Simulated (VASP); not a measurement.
Write the native input for VASP 6.6.1 that does the following.

| Quantity | Value |
| --- | --- |
| Task | relaxation of cell and atoms |
| Functional | PBE |
| Potentials or basis | VASP PAW PBE potentials, release 64 (Zr_sv, O) |
| Cutoff | 600 eV |
| k mesh | 14 × 14 × 4 |
| Occupations | gaussian, width 0.1 eV |
| Spin | no spin polarisation |
| Dipole correction | no |
| Further INCAR settings | ALGO = Normal; EDIFF = 1e-06; IBRION = 2; EDIFFG = -0.01; NSW = 100; ISIF = 3 |

The structure of ZrO5 lies in POSCAR:

```
ZrO5
1.0
    2.8789532574      0.0000000000      0.0000000000
    0.0000000000      2.8789532574      0.0000000000
    0.0000000000      0.0000000000     10.6614068845
Zr O
1 5
Direct
    0.5000000000      0.5000000000      0.0000000000
    0.5000000000      0.5000000000      0.4410401142
    0.5000000000      0.5000000000      0.5589598858
    0.0000000000      0.0000000000      0.1042255753
    0.0000000000      0.0000000000      0.8957744247
    0.0000000000      0.0000000000      0.5000000000
```

The cell was built from a structure type or drawn by symmetry, and may not be a known phase.

These files were run (other wordings do the same):

INCAR

```
PREC     = Accurate       # precision mode
ENCUT    = 600            # plane-wave cutoff, eV
EDIFF    = 1E-6           # SCF threshold, eV
ISMEAR   = 0              # smearing method
SIGMA    = 0.1            # smearing width, eV
LREAL    = False          # projectors in reciprocal space
LASPH    = True           # aspherical terms in the spheres
NELM     = 60             # most SCF steps
ALGO     = Normal         # electronic algorithm
ISIF     = 3              # what is computed and relaxed
LWAVE    = False          # write WAVECAR
LCHARG   = False          # write CHGCAR
GGA      = PE             # functional
IBRION   = 2              # ionic algorithm
NSW      = 100            # ionic steps
EDIFFG   = -0.01          # ionic threshold
```

KPOINTS

```
regular mesh
0
Gamma
  14 14 4
```

Potentials or basis: VASP PAW PBE potentials, release 64 (Zr_sv, O).

Launch:

```console
$ cat potpaw_PBE.64/Zr_sv/POTCAR potpaw_PBE.64/O/POTCAR > POTCAR
$ mpirun -np 1 vasp_std > vasp.out
```

It gave:

- Relaxed volume: 13.59 Å³/atom
- Relaxed cell: a = 2.871 Å, b = 2.871 Å, c = 9.896 Å, α = 90.00°, β = 90.00°, γ = 90.00°
- Space group after relaxing (to 0.1 Å): P4/mmm (No. 123)
- Energy gained by relaxing: 3.1 meV/atom
- Ionic steps: 28
- Pressure after relaxing: 0.0 GPa
- Largest force after relaxing: 0.009 eV/Å
- Band gap on the k mesh: zero (bands 21 and 22 overlap by 0.33 eV)

Caveat: the standard files for N, O and F lose accuracy on very short bonds.

Run time: 31 min on 1 thread of Intel(R) Xeon(R) 6975P-C (Granite Rapids), with other jobs on the host, peak memory 0.42 GiB.
